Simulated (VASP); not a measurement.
# PtSe2 (P-3m1) in VASP: a series of runs, part 2 of 2

VASP 6.6.1. Earlier steps stand in the parts before.

## 3. Single point, PBE (strain +0.000 along x and y, -0.040 along z)

The input, INCAR:

```
PREC = Accurate
ENCUT = 520
EDIFF = 1E-6
ISMEAR = 0
SIGMA = 0.15
LREAL = False
LASPH = True
NELM = 100
ALGO = Normal
ISIF = 2
LWAVE = False
LCHARG = False
GGA = PE
NBANDS = 18
```

The input, KPOINTS:

```
Automatic mesh
0
Gamma
  12 12 10
```

The input, POSCAR:

```
PtSe2
1.0
    3.7240006046      0.0000000000      0.0000000000
   -1.8620003023      3.2250791273      0.0000000000
    0.0000000000      0.0000000000      4.8595200000
Pt Se
1 2
Direct
    0.0000000000      0.0000000000      0.0000000000
    0.3333333333      0.6666666667      0.2500000000
    0.6666666667      0.3333333333      0.7500000000
```

Potentials or basis: VASP PAW PBE potentials, release 64 (Pt, Se).

The run is started by

```
$ cat potpaw_PBE.64/Pt/POTCAR potpaw_PBE.64/Se/POTCAR > POTCAR
$ mpirun -np 1 vasp_std > vasp.out
```

Run time: 2 min. Hardware: 1 thread of AMD EPYC 9R45 (Zen 5), shared host; peak memory 0.26 GiB.

It converged, with:

* Free energy: -14.0612 eV
* Pressure: 12.3 GPa
* Largest force: 1.161 eV/Å
* Band gap on the k mesh: zero (band 11 reaches 7.62 eV, above the bottom of band 12 at 7.09 eV)

Forces on the atoms (eV/Å):
```
Pt   0.000  0.000  0.000
Se   0.000  0.000  1.161
Se   0.000  0.000 -1.161
```

Stress tensor (GPa, compression positive):
```
12.90  0.00  0.00
 0.00 12.90  0.00
 0.00  0.00 10.95
```

Levels at points of the mesh, in eV from the Fermi level:
| k point | band 7 | band 8 | band 9 | band 10 | band 11 | band 12 | band 13 | band 14 | band 15 | band 16 |
| --- | --- | --- | --- | --- | --- | --- | --- | --- | --- | --- |
| (0.00, 0.00, 0.00) | -4.25 | -2.60 | -1.22 | -1.22 | 0.50 | 1.39 | 1.39 | 3.32 | 4.36 | 7.10 |
| (0.50, 0.00, 0.00) | -3.94 | -3.85 | -3.77 | -3.69 | -3.07 | 0.63 | 2.53 | 4.80 | 5.96 | 7.20 |
| (0.00, 0.00, 0.50) | -4.29 | -3.05 | -1.73 | -1.73 | -1.68 | 2.41 | 2.41 | 4.82 | 6.47 | 6.47 |
| (0.50, 0.00, 0.50) | -3.79 | -3.72 | -3.39 | -3.14 | -1.31 | 0.93 | 1.50 | 4.75 | 4.89 | 7.51 |

Caveat: the cell differs from its parent crystal (strain +0.000 along x and y, -0.040 along z); spin-orbit coupling is left out, which moves the levels of the heavy elements; forces of over 1 eV/Å act on the atoms, so gaps and moduli don't describe the material at rest.

## 4. Single point, PBE (strain -0.040 along x and y, +0.040 along z)

The input, INCAR:

```
ALGO     = Normal         # electronic algorithm
EDIFF    = 1E-6           # SCF threshold, eV
ENCUT    = 520            # plane-wave cutoff, eV
GGA      = PE             # functional
ISIF     = 2              # what is computed and relaxed
ISMEAR   = 0              # smearing method
LASPH    = T              # aspherical terms in the spheres
LCHARG   = T              # write CHGCAR
LELF     = T              # ELF
LREAL    = F              # projectors in reciprocal space
LVHAR    = T            
LWAVE    = F              # write WAVECAR
NBANDS   = 18             # bands
NELM     = 100            # most SCF steps
PREC     = Accurate       # precision mode
SIGMA    = 0.15           # smearing width, eV
```

The input, KPOINTS:

```
k-points
0
Gamma
  12 12 10
```

The input, POSCAR:

```
PtSe2
1.0
    3.5750405804      0.0000000000      0.0000000000
   -1.7875202902      3.0960759622      0.0000000000
    0.0000000000      0.0000000000      5.2644800000
Pt Se
1 2
Direct
    0.0000000000      0.0000000000      0.0000000000
    0.3333333333      0.6666666667      0.2500000000
    0.6666666667      0.3333333333      0.7500000000
```

The run is started by

```
$ cat potpaw_PBE.64/Pt/POTCAR potpaw_PBE.64/Se/POTCAR > POTCAR
$ mpirun -np 1 vasp_std > vasp.out
```

Wall time 2.4 min (1 thread of AMD EPYC 9R45 (Zen 5), shared host); peak memory 0.28 GiB.

It converged, with:

```yaml
Free_energy: -13.8943 eV
Pressure: 17.1 GPa
Largest_force: 1.046 eV/Å
Band_gap_on_the_k_mesh: zero (band 11 reaches 7.29 eV, above the bottom of band 12 at 7.16 eV)
```

Forces in eV/Å, atoms in the order of the input:
```
Pt   0.000  0.000  0.000
Se   0.000  0.000  1.046
Se   0.000  0.000 -1.046
```

Stress tensor (GPa, compression positive):
```
19.96  0.00  0.00
 0.00 19.96  0.00
 0.00  0.00 11.38
```

Levels at points of the mesh, in eV from the Fermi level:
```csv
k point,band 7,band 8,band 9,band 10,band 11,band 12,band 13,band 14,band 15,band 16
"(0.00, 0.00, 0.00)",-4.34,-2.98,-0.90,-0.90,0.16,1.78,1.78,3.94,4.76,7.61
"(0.50, 0.00, 0.00)",-4.02,-3.61,-3.56,-3.35,-3.06,0.78,2.44,5.04,5.63,6.95
"(0.00, 0.00, 0.50)",-4.35,-3.32,-1.79,-1.26,-1.26,2.51,2.51,4.81,6.76,7.28
"(0.50, 0.00, 0.50)",-3.90,-3.62,-3.27,-2.76,-1.74,1.20,1.95,4.31,4.55,6.46
```

Caveat: the cell differs from its parent crystal (strain -0.040 along x and y, +0.040 along z); spin-orbit coupling is left out, which moves the levels of the heavy elements; forces of over 1 eV/Å act on the atoms, so gaps and moduli don't describe the material at rest.

## 5. Single point, PBE (strain -0.040 along x and y, +0.080 along z)

The input, INCAR:

```
SYSTEM = PtSe2
PREC = Accurate
ENCUT = 520
EDIFF = 1E-7
ISMEAR = 0
SIGMA = 0.15
LREAL = .False.
LASPH = .True.
NELM = 80
ALGO = Normal
ISIF = 2
LWAVE = .False.
LCHARG = .False.
GGA = PE
NBANDS = 18
```

The input, KPOINTS:

```
Automatic mesh
0
Gamma
  12 12 10
  0 0 0
```

Edit POSCAR of step 4 so:

```diff
@@ -4,3 +4,3 @@
    -1.7875202902      3.0960759622      0.0000000000
-    0.0000000000      0.0000000000      5.2644800000
+    0.0000000000      0.0000000000      5.4669600000
 Pt Se
```

The run is started by

```
$ cat potpaw_PBE.64/Pt/POTCAR potpaw_PBE.64/Se/POTCAR > POTCAR
$ mpirun -np 1 vasp_std > vasp.out
```

Run time: 3 min. Hardware: 1 thread of AMD EPYC 9R45 (Zen 5), shared host; peak memory 0.28 GiB.

It converged, with:

```
Free energy   : -14.0156 eV
Pressure      : 11.6 GPa
Largest force : 0.392 eV/Å
```

Forces on the atoms (eV/Å):
```
Pt   0.000  0.000  0.000
Se   0.000  0.000  0.392
Se   0.000  0.000 -0.392
```

Stress tensor (GPa, compression positive):
```
14.36  0.00  0.00
 0.00 14.36  0.00
 0.00  0.00  5.99
```

Levels at points of the mesh, in eV from the Fermi level:
| k point | band 8 | band 9 | band 10 | band 11 | band 12 | band 13 | band 14 | band 15 |
| --- | --- | --- | --- | --- | --- | --- | --- | --- |
| (0.00, 0.00, 0.00) | -2.91 | -0.69 | -0.69 | 0.05 | 1.85 | 1.85 | 4.28 | 4.59 |
| (0.50, 0.00, 0.00) | -3.39 | -3.29 | -2.95 | -2.80 | 0.86 | 2.33 | 4.97 | 5.63 |
| (0.00, 0.00, 0.50) | -3.20 | -1.83 | -1.00 | -1.00 | 2.45 | 2.45 | 4.98 | 6.65 |
| (0.50, 0.00, 0.50) | -3.30 | -2.93 | -2.44 | -1.76 | 1.29 | 1.98 | 4.08 | 4.64 |

Caveat: the cell differs from its parent crystal (strain -0.040 along x and y, +0.080 along z); spin-orbit coupling is left out, which moves the levels of the heavy elements.

## 6. Single point, PBE (strain +0.040 along x and y, -0.080 along z)

The input, INCAR:

```
ALGO = Normal
EDIFF = 1E-6
ENCUT = 520
GGA = PE
ISIF = 2
ISMEAR = 0
LASPH = T
LCHARG = F
LREAL = F
LWAVE = F
NBANDS = 18
NELM = 60
PREC = Accurate
SIGMA = 0.15
```

The input, KPOINTS:

```
k-points
0
Gamma
  12 12 10
```

The input, POSCAR:

```
PtSe2
1.0
    3.8729606288      0.0000000000      0.0000000000
   -1.9364803144      3.3540822924      0.0000000000
    0.0000000000      0.0000000000      4.6570400000
Pt Se
1 2
Direct
    0.0000000000      0.0000000000      0.0000000000
    0.3333333333      0.6666666667      0.2500000000
    0.6666666667      0.3333333333      0.7500000000
```

Potentials or basis: VASP PAW PBE potentials, release 64 (Pt, Se).

The run is started by

```
$ cat potpaw_PBE.64/Pt/POTCAR potpaw_PBE.64/Se/POTCAR > POTCAR
$ mpirun -np 1 vasp_std > vasp.out
```

It took 2.2 min on 1 thread of AMD EPYC 9R45 (Zen 5), shared host; peak memory 0.27 GiB.

Results (log left out):

```
Free energy            : -14.1340 eV
Pressure               : 3.8 GPa
Largest force          : 0.709 eV/Å
Band gap on the k mesh : zero (band 11 reaches 7.20 eV, above the bottom of band 12 at 6.40 eV)
```

Forces in eV/Å, atoms in the order of the input:
```
Pt   0.000  0.000  0.000
Se   0.000  0.000  0.709
Se   0.000  0.000 -0.709
```

Stress tensor (GPa, compression positive):
```
2.13 0.00 0.00
0.00 2.13 0.00
0.00 0.00 7.07
```

Levels at points of the mesh, in eV from the Fermi level:
```tsv
k point	band 7	band 8	band 9	band 10	band 11	band 12	band 13	band 14	band 15	band 16
(0.00, 0.00, 0.00)	-3.80	-2.17	-1.22	-1.22	0.69	1.18	1.18	3.23	3.84	7.00
(0.50, 0.00, 0.00)	-3.80	-3.50	-3.48	-3.28	-2.80	0.57	2.54	4.61	6.34	7.29
(0.00, 0.00, 0.50)	-3.87	-2.74	-1.80	-1.80	-1.61	2.29	2.29	5.10	6.03	6.11
(0.50, 0.00, 0.50)	-3.54	-3.36	-3.08	-2.96	-0.94	0.85	1.17	5.08	5.14	8.57
```

Caveat: the cell differs from its parent crystal (strain +0.040 along x and y, -0.080 along z); spin-orbit coupling is left out, which moves the levels of the heavy elements.

## 7. Summary

| cell | gap on the mesh (eV) | pressure (GPa) | largest force (eV/Å) |
| --- | --- | --- | --- |
| a = 3.575, b = 3.575, c = 5.062 Å, angles 90.0, 90.0, 120.0°, 3 atoms | none | 23.6 | 1.75 |
| a = 3.724, b = 3.724, c = 4.860 Å, angles 90.0, 90.0, 120.0°, 3 atoms | none | 12.3 | 1.16 |
| a = 3.575, b = 3.575, c = 5.264 Å, angles 90.0, 90.0, 120.0°, 3 atoms | none | 17.1 | 1.05 |
| a = 3.575, b = 3.575, c = 5.467 Å, angles 90.0, 90.0, 120.0°, 3 atoms | - | 11.6 | 0.39 |
| a = 3.873, b = 3.873, c = 4.657 Å, angles 90.0, 90.0, 120.0°, 3 atoms | none | 3.8 | 0.71 |

Alike in all rows: task single point; level PBE; potentials or basis VASP PAW PBE potentials, release 64 (Pt, Se); no spin polarisation; k mesh 12 × 12 × 10; cutoff (eV) 520; smearing gaussian 0.15 eV.

Caveats: spin-orbit coupling is left out, which moves the levels of the heavy elements; forces of over 1 eV/Å act on the atoms, so gaps and moduli don't describe the material at rest (some runs).

Total energies depend on the potentials used, so only differences within one code and one set of settings carry meaning.
